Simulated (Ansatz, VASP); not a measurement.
**One calculation of HfC, two programs**

Contents of INCAR:

```
ALGO     = Normal         # electronic algorithm
EDIFF    = 1E-6           # SCF threshold, eV
ENCUT    = 520            # plane-wave cutoff, eV
GGA      = CA             # functional
ISIF     = 2              # what is computed and relaxed
ISMEAR   = -1             # smearing method
LASPH    = T              # aspherical terms in the spheres
LCHARG   = T              # write CHGCAR
LDAU     = T              # DFT+U
LDAUJ    = 0 0          
LDAUL    = 2 -1           # shell
LDAUPRINT= 1            
LDAUTYPE = 2            
LDAUU    = 2 0            # U, eV
LELF     = T              # ELF
LMAXMIX  = 4              # l up to which the mixer works
LREAL    = F              # projectors in reciprocal space
LVHAR    = T            
LWAVE    = F              # write WAVECAR
NBANDS   = 14             # bands
NELM     = 150            # most SCF steps
PREC     = Accurate       # precision mode
SIGMA    = 0.05           # smearing width, eV
```

KPOINTS

```
k-points
0
Gamma
  14 14 14
```

Contents of POSCAR:

```
HfC
1.0
    0.0000000000      2.2702394045      2.2702394045
    2.2702394045      0.0000000000      2.2702394045
    2.2702394045      2.2702394045      0.0000000000
Hf C
1 1
Direct
    0.0000000000      0.0000000000      0.0000000000
    0.5000000000      0.5000000000      0.5000000000
```

Input for Ansatz:

```yaml
crystal:
  lattice:
    - [0.0, 2.2702394045, 2.2702394045]
    - [2.2702394045, 0.0, 2.2702394045]
    - [2.2702394045, 2.2702394045, 0.0]
  atoms:
    - { symbol: Hf, position: [0.0, 0.0, 0.0] }
    - { symbol: C, position: [0.5, 0.5, 0.5] }
kpoints:
  mp_grid: { grid: [14, 14, 14] }
scf:
  occupations: { method: fermi_dirac, width: 0.05 }
hamiltonian:
  xc: lda
  pseudopotentials: { kind: all_electron, lapw: { basis_error: 0.0005 } }
  hubbard: { sites: [{ species: Hf, l: d, u_eff: 2.0 }], double_counting: fll }
output:
  forces: true
  stress: true
  eigenvalues: true
```

Alike in both runs: task single point; functional LDA; k mesh 14 × 14 × 14; occupations fermi-dirac, width 0.05 eV; no spin polarisation; Hubbard terms Hf d U = 2.0 eV.

```csv
,VASP,Ansatz
version,VASP 6.6.1,Ansatz 0.2.0
potentials or method,"VASP PAW LDA potentials, release 64 (Hf_pv, C), cutoff 520 eV","all-electron LAPW, scalar-relativistic"
```

|  | VASP | Ansatz | Ansatz less VASP |
| --- | --- | --- | --- |
| gap on the k mesh at the Fermi level (eV) | none | none | - |
| pressure (GPa) | 14.9 | 9.3 | -5.57 |

LDA's correlation is that of Perdew and Zunger in VASP and of Perdew and Wang (1992) in Ansatz. The programs project onto different local orbitals, so the same U acts differently, and such runs can settle in different states. A gap of «none» marks a metal or a gap that the smearing closes. Ansatz ran all-electron here, and VASP with PAW potentials. Ansatz's warnings: filled band counts differ across k points.

Neither program's run includes spin-orbit coupling.
